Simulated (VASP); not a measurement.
# PC3 (Pm-3n) in VASP: a series of runs

The runs below take PC3 through single point, relaxation of cell and atoms, with PBE.

All numbers are computed with VASP 6.6.1; they aren't measurements. Logs are shortened: lines on timing, memory, paths and dates and some standing lists are left out, and cuts for length are marked.

### 1 The cell of the first run

It takes space group Pm-3n (No. 223, cubic). The conventional cell has a = 4.060 Å, b = 4.060 Å, c = 4.060 Å, α = 90.00°, β = 90.00°, γ = 90.00°. Within 3.0 Å of P (site symmetry m-3) lie 12 C at 2.27 Å. Within 2.7 Å of C (site symmetry -4m2) lie 10 C at 2.03 to 2.49 Å and 4 P at 2.27 Å.

### 2 Single point, PBE, collinear spin, ferromagnetic start

INCAR reads:

```
SYSTEM = PC3
ALGO = Normal
EDIFF = 1E-6
ENCUT = 520
GGA = PE
ISIF = 2
ISMEAR = 0
ISPIN = 2
LASPH = .TRUE.
LCHARG = .FALSE.
LORBIT = 11
LREAL = .FALSE.
LWAVE = .FALSE.
MAGMOM = 0 0 1 1 1 1 1 1
NBANDS = 31
NELM = 150
PREC = Accurate
SIGMA = 0.1
```

KPOINTS reads:

```
k-points
0
G
  4 4 4
  0 0 0
```

POSCAR reads:

```
PC3
1.0
    4.0598565852      0.0000000000      0.0000000000
    0.0000000000      4.0598565852      0.0000000000
    0.0000000000      0.0000000000      4.0598565852
P C
2 6
Direct
    0.0000000000      0.0000000000      0.0000000000
    0.5000000000      0.5000000000      0.5000000000
    0.2500000000      0.0000000000      0.5000000000
    0.5000000000      0.7500000000      0.0000000000
    0.7500000000      0.0000000000      0.5000000000
    0.5000000000      0.2500000000      0.0000000000
    0.0000000000      0.5000000000      0.7500000000
    0.0000000000      0.5000000000      0.2500000000
```

Potentials or basis: VASP PAW PBE potentials, release 64 (P, C).

On the command line:

```sh
cat potpaw_PBE.64/P/POTCAR potpaw_PBE.64/C/POTCAR > POTCAR
mpirun -np 1 vasp_std > vasp.out
```

OUTCAR:

```text
SYSTEM = PC3
   EDIFF = 1E-6
   ENCUT = 520
   GGA = PE
   ISIF = 2
   ISMEAR = 0
   ISPIN = 2
   LASPH = .TRUE.
   LORBIT = 11
   LREAL = .FALSE.
   NELM = 150
   PREC = Accurate

 ion  position               nearest neighbor table
   1  0.000  0.000  0.000-   3 2.27   4 2.27   5 2.27   6 2.27   7 2.27   8 2.27   3 2.27   5 2.27
                             7 2.27   8 2.27   4 2.27   6 2.27
   2  0.500  0.500  0.500-   3 2.27   4 2.27   5 2.27   6 2.27   7 2.27   8 2.27   4 2.27   6 2.27
                             3 2.27   5 2.27   7 2.27   8 2.27
   3  0.250  0.000  0.500-   5 2.03   5 2.03   1 2.27   1 2.27   2 2.27   2 2.27
   4  0.500  0.750  0.000-   6 2.03   6 2.03   1 2.27   2 2.27   2 2.27   1 2.27
   5  0.750  0.000  0.500-   3 2.03   3 2.03   1 2.27   1 2.27   2 2.27   2 2.27
   6  0.500  0.250  0.000-   4 2.03   4 2.03   1 2.27   2 2.27   2 2.27   1 2.27
   7  0.000  0.500  0.750-   8 2.03   8 2.03   1 2.27   2 2.27   1 2.27   2 2.27
   8  0.000  0.500  0.250-   7 2.03   7 2.03   1 2.27   2 2.27   1 2.27   2 2.27

  LATTYP: Found a simple cubic cell.
 ALAT       =     4.0598565852

  Lattice vectors:

 A1 = (   4.0598565852,   0.0000000000,   0.0000000000)
 A2 = (   0.0000000000,   4.0598565852,   0.0000000000)
 A3 = (   0.0000000000,   0.0000000000,   4.0598565852)

Analysis of symmetry for initial positions (statically):
=====================================================================
 Subroutine PRICEL returns:
 Original cell was already a primitive cell.

 Routine SETGRP: Setting up the symmetry group for a
 simple cubic supercell.

 Subroutine GETGRP returns: Found 48 space group operations
 (whereof 24 operations were pure point group operations)
 out of a pool of 48 trial point group operations.

The static configuration has the point symmetry T_h .
 The point group associated with its full space group is O_h .

Analysis of symmetry for dynamics (positions and initial velocities):
=====================================================================
 Subroutine PRICEL returns:
 Original cell was already a primitive cell.

 Routine SETGRP: Setting up the symmetry group for a
 simple cubic supercell.

 Subroutine GETGRP returns: Found 48 space group operations
 (whereof 24 operations were pure point group operations)
 out of a pool of 48 trial point group operations.

The dynamic configuration has the point symmetry T_h .
 The point group associated with its full space group is O_h .

Analysis of structural, dynamic, and magnetic symmetry:
=====================================================================
 Subroutine PRICEL returns:
 Original cell was already a primitive cell.

 Routine SETGRP: Setting up the symmetry group for a
 simple cubic supercell.

 Subroutine GETGRP returns: Found 48 space group operations
 (whereof 24 operations were pure point group operations)
 out of a pool of 48 trial point group operations.

The overall configuration has the point symmetry T_h .
 The point group associated with its full space group is O_h .

 Subroutine INISYM returns: Found 48 space group operations
 (whereof 24 operations are pure point group operations),
 and found     1 'primitive' translations

----------------------------------------------------------------------------------------

                                     Primitive cell

  volume of cell :      66.9163

  direct lattice vectors                    reciprocal lattice vectors
     4.059856585  0.000000000  0.000000000     0.246314119  0.000000000  0.000000000
     0.000000000  4.059856585  0.000000000     0.000000000  0.246314119  0.000000000
     0.000000000  0.000000000  4.059856585     0.000000000  0.000000000  0.246314119

  length of vectors
     4.059856585  4.059856585  4.059856585     0.246314119  0.246314119  0.246314119

  position of ions in fractional coordinates (direct lattice)
     0.000000000  0.000000000  0.000000000
     0.500000000  0.500000000  0.500000000
     0.250000000  0.000000000  0.500000000
     0.500000000  0.750000000  0.000000000
     0.750000000  0.000000000  0.500000000
     0.500000000  0.250000000  0.000000000
     0.000000000  0.500000000  0.750000000
     0.000000000  0.500000000  0.250000000

[... 53 lines left out ...]
   dimension x,y,z NGXF=    60 NGYF=   60 NGZF=   60
   ions per type =               2   6
   NGX,Y,Z   is equivalent  to a cutoff of  12.28, 12.28, 12.28 a.u.
   NGXF,Y,Z  is equivalent  to a cutoff of  24.57, 24.57, 24.57 a.u.
 SYSTEM =  PC3
   PREC   = accura    normal or accurate (medium, high low for compatibility)
   ISTART =      0    job   : 0-new  1-cont  2-samecut
   ICHARG =      2    charge: 1-file 2-atom 10-const
   ISPIN  =      2    spin polarized calculation?
   LNONCOLLINEAR =      F non collinear calculations
   LSORBIT =      F    spin-orbit coupling
   LASPH  =      T    aspherical Exc in radial PAW
   ENCUT  =  520.0 eV  38.22 Ry    6.18 a.u.   7.55  7.55  7.55*2*pi/ulx,y,z
   NELM   =    150;   NELMIN=  2; NELMDL= -5     # of ELM steps
   EDIFF  = 0.1E-05   stopping-criterion for ELM
   LREAL  =      F    real-space projection
   EDIFFG = 0.1E-04   stopping-criterion for IOM
   NSW    =      0    number of steps for IOM
   IBRION =     -1    ionic relax: 0-MD 1-quasi-New 2-CG
   NFREE  =      0    steps in history (QN), initial steepest desc. (CG)
   ISIF   =      2    stress and relaxation
   ISYM   =      2    0-nonsym 1-usesym 2-fastsym
   POTIM  = 0.5000    time-step for ionic-motion
   TEBEG  =    0.0;   TEEND  =   0.0 temperature during run
   PSTRESS=    0.0 pullay stress
   NELECT =      34.0000    total number of electrons
   NUPDOWN=      -1.0000    fix difference up-down
   EMIN   =  10.00;   EMAX   =-10.00  energy-range for DOS
   EFERMI =   0.00;   METHOD = LEGACY
   ISMEAR =     0;   SIGMA  =   0.10  broadening in eV -4-tet -1-fermi 0-gaus
   EFERMI_NEDOS =   21; number of points for ismear=-14 and -15
   IALGO  =     38    algorithm
   IMIX   =      4    mixing-type and parameters
     AMIX     =   0.40;   BMIX     =  1.00
     AMIX_MAG =   1.60;   BMIX_MAG =  1.00
  volume/ion in A,a.u.               =       8.36        56.45
  Fermi-wavevector in a.u.,A,eV,Ry     =   1.306343  2.468630 23.218766  1.706531
  Thomas-Fermi vector in A             =   2.437151
   LORBIT       =     11    0 simple, 1 ext, 2 COOP (PROOUT), +10 PAW based schemes
   GGA     = PE    functional components
   LHFCALC =     F    Hartree Fock is set to
   AEXX    =    0.0000 exact exchange contribution
   IVDW    =     0    specifies the selected vdW correction
   LEPSILON=     F    determine dielectric tensor
   LRPA    =     F    only Hartree local field effects (RPA)
 spin polarized calculation
 Gauss-broadening in eV      SIGMA  =   0.10
  energy-cutoff  :      520.00
  volume of cell :       66.92
 maximum number of plane-waves:      1856
   NGX = 15   NGY = 15   NGZ = 15

 number of electron      33.9999996 magnetization      -0.0127093

 number of electron      33.9999996 magnetization       0.0015988

 Free energy of the ion-electron system (eV)
  ---------------------------------------------------
  ext. energy  EPLUGINS =         0.00000000
  ---------------------------------------------------
  free energy    TOTEN  =       -38.60322940 eV

  energy without entropy =      -38.57845800  energy(sigma->0) =      -38.59084370

 E-fermi :   9.3002     XC(G=0): -12.5945

 val. band max:        9.1725475197   @ k =   0.5000   0.5000   0.2500
 cond. band min:       9.3182865422   @ k =   0.2500   0.0000   0.0000
 fundamental gap:      0.1457390225
 Fermi energy:         9.3002076871

 spin component 1

 k-point     1 :       0.0000    0.0000    0.0000
  band No.  band energies     occupation
      1      -9.2873      1.00000
      2      -2.1205      1.00000
      3      -2.0989      1.00000
      4      -2.0989      1.00000
      5      -0.8678      1.00000
      6      -0.8678      1.00000
[... 309 lines left out ...]
     28      13.5589      0.00000
     29      13.5589      0.00000
 Fermi energy:         9.3002076871

 spin component 2

 k-point     1 :       0.0000    0.0000    0.0000
  band No.  band energies     occupation
      1      -9.2870      1.00000
      2      -2.1202      1.00000
      3      -2.0985      1.00000
      4      -2.0985      1.00000
      5      -0.8675      1.00000
      6      -0.8675      1.00000
[... 309 lines left out ...]
     28      13.5592      0.00000
     29      13.5592      0.00000
 [bands above 29 left out]

------------------------ aborting loop because EDIFF is reached ----------------------------------------

  FORCE on cell =-STRESS in cart. coord.  units (eV):
  Direction    XX          YY          ZZ          XY          YZ          ZX
  --------------------------------------------------------------------------------------
  -------------------------------------------------------------------------------------
  Total       -0.2147096     -0.2147096     -0.2147096      0.0000000      0.0000000      0.0000000
  in kB       -5.1407910     -5.1407910     -5.1407910      0.0000000      0.0000000      0.0000000
  external PRESSURE =      -5.1407910 kB  Pullay stress =       0.0000000 kB

 VOLUME and BASIS-vectors are now :
 -----------------------------------------------------------------------------
  energy-cutoff  :      520.00
  volume of cell :       66.92
      direct lattice vectors                 reciprocal lattice vectors
     4.059856585  0.000000000  0.000000000     0.246314119  0.000000000  0.000000000
     0.000000000  4.059856585  0.000000000     0.000000000  0.246314119  0.000000000
     0.000000000  0.000000000  4.059856585     0.000000000  0.000000000  0.246314119

 POSITION                                       TOTAL-FORCE (eV/Angst)
 -----------------------------------------------------------------------------------
      0.00000      0.00000      0.00000        -0.000000     -0.000000      0.000000
      2.02993      2.02993      2.02993        -0.000000     -0.000000      0.000000
      1.01496      0.00000      2.02993         0.000000      0.000000     -0.000000
      2.02993      3.04489      0.00000        -0.000000      0.000000     -0.000000
      3.04489      0.00000      2.02993        -0.000000     -0.000000      0.000000
      2.02993      1.01496      0.00000         0.000000     -0.000000      0.000000
      0.00000      2.02993      3.04489        -0.000000     -0.000000      0.000000
      0.00000      2.02993      1.01496         0.000000      0.000000     -0.000000
 -----------------------------------------------------------------------------------
    total drift:                                0.000000      0.000000      0.000000

  FREE ENERGIE OF THE ION-ELECTRON SYSTEM (eV)
  ---------------------------------------------------
  free  energy   TOTEN  =       -38.6032293982 eV

  energy  without entropy=      -38.5784579997  energy(sigma->0) =      -38.59084370

 total charge

# of ion       s       p       d       tot
------------------------------------------
    1        1.110   1.081   0.000   2.191
    2        1.110   1.081   0.000   2.191
    3        1.028   1.105   0.000   2.133
    4        1.028   1.105   0.000   2.133
    5        1.028   1.105   0.000   2.133
    6        1.028   1.105   0.000   2.133
    7        1.028   1.105   0.000   2.133
    8        1.028   1.105   0.000   2.133
--------------------------------------------------
tot          8.387   8.793   0.000  17.180

 magnetization (x)

# of ion       s       p       d       tot
------------------------------------------
    1        0.000   0.000   0.000   0.000
    2        0.000   0.000   0.000   0.000
    3        0.000   0.000   0.000   0.000
    4        0.000   0.000   0.000   0.000
    5        0.000   0.000   0.000   0.000
    6        0.000   0.000   0.000   0.000
    7        0.000   0.000   0.000   0.000
    8        0.000   0.000   0.000   0.000
--------------------------------------------------
tot          0.000   0.000   0.000   0.001
```

Wall time 38 s (1 thread of Intel Xeon 6975P-C, shared host); peak memory 0.19 GiB.

What came out:

```
Free energy                                           : -38.6032 eV
Pressure                                              : -0.5 GPa
Band gap on the k mesh                                : zero (filled and empty bands overlap)
Net moment                                            : 0.00 μB per cell
Valence electrons inside the program's atomic spheres : P 2.19; C 2.13
```

Caveat: the k points lie up to 0.39 Å⁻¹ apart.

### 3 Relaxation of cell and atoms, PBE

This run uses another cell than the first one, of 11.83 Å³/atom, 1.415 times its volume.

INCAR reads:

```
SYSTEM = PC3
PREC = Accurate ; ENCUT = 600
EDIFF = 1E-6 ; ISMEAR = 0
SIGMA = 0.1 ; LREAL = .False.
LASPH = .True. ; NELM = 100
ALGO = Normal ; ISIF = 3
LWAVE = .False. ; LCHARG = .False.
GGA = PE ; IBRION = 2
NSW = 90 ; EDIFFG = -0.04
```

KPOINTS reads:

```
regular mesh
0
Gamma
  4 4 4
  0 0 0
```

POSCAR: that of step 2 with these lines changed.

```diff
@@ -2,5 +2,5 @@
 1.0
-    4.0598565852      0.0000000000      0.0000000000
-    0.0000000000      4.0598565852      0.0000000000
-    0.0000000000      0.0000000000      4.0598565852
+    4.5576712800      0.0000000000      0.0000000000
+    0.0000000000      4.5576712800      0.0000000000
+    0.0000000000      0.0000000000      4.5576712800
 P C
```

Potentials or basis: VASP PAW PBE potentials, release 64 (P, C).

On the command line:

```sh
cat potpaw_PBE.64/P/POTCAR potpaw_PBE.64/C/POTCAR > POTCAR
mpirun -np 1 vasp_std > vasp.out
```

Wall time 54 s (1 thread of Intel Xeon 6975P-C, shared host); peak memory 0.21 GiB.

It converged, with:

```yaml
Free_energy: -38.6351 eV
Relaxed_volume: 8.31 Å³/atom
Relaxed_cell: a = 4.051 Å, b = 4.051 Å, c = 4.051 Å, α = 90.00°, β = 90.00°, γ = 90.00°
Space_group_after_relaxing_to_0.05_Å: Pm-3n (No. 223)
Energy_gained_by_relaxing: 332.5 meV/atom
Ionic_steps: 4
Pressure_after_relaxing: 0.1 GPa
Band_gap_on_the_k_mesh: zero (band 17 reaches 10.07 eV, above the bottom of band 18 at 7.28 eV)
```

The path:
```
step  energy change (eV)  largest force (eV/Å)  pressure (GPa)  volume (Å³)
   1              0.0000                0.0000          -24.09        94.67
   2             -2.5063                0.0000           -8.26        72.33
   3             -2.6531                0.0000           -1.88        67.71
   4             -2.6600                0.0000            0.09        66.49
```

Final structure:
```cif
data_structure
_symmetry_space_group_name_H-M 'P 1'
_symmetry_Int_Tables_number 1
_cell_length_a 4.0512
_cell_length_b 4.0512
_cell_length_c 4.0512
_cell_angle_alpha 90.000
_cell_angle_beta 90.000
_cell_angle_gamma 90.000
_cell_volume 66.49
loop_
_atom_site_label
_atom_site_type_symbol
_atom_site_fract_x
_atom_site_fract_y
_atom_site_fract_z
_atom_site_occupancy
P1 P 0.00000 0.00000 0.00000 1
P2 P 0.50000 0.50000 0.50000 1
C1 C 0.25000 0.00000 0.50000 1
C2 C 0.50000 0.75000 0.00000 1
C3 C 0.75000 0.00000 0.50000 1
C4 C 0.50000 0.25000 0.00000 1
C5 C 0.00000 0.50000 0.75000 1
C6 C 0.00000 0.50000 0.25000 1
```

Levels at points of the mesh, in eV from the Fermi level:
```tsv
k point	band 12	band 13	band 14	band 15	band 16	band 17	band 18	band 19	band 20	band 21
(0.00, 0.00, 0.00)	-3.79	-3.50	-3.50	-3.50	-3.16	-2.11	-2.11	-2.11	0.13	1.68
(0.50, 0.00, 0.00)	-3.25	-2.85	-2.85	-1.40	-1.40	-0.70	-0.70	-0.56	-0.56	2.71
(0.50, 0.50, 0.00)	-5.36	-1.12	-0.62	-0.59	-0.59	0.25	0.25	0.99	1.69	2.91
(0.50, 0.50, 0.50)	-0.15	-0.15	-0.15	0.63	0.63	0.63	0.63	1.31	1.31	1.31
```

Caveat: the volume moved by over 15 % at a fixed basis, so the end points are rough.
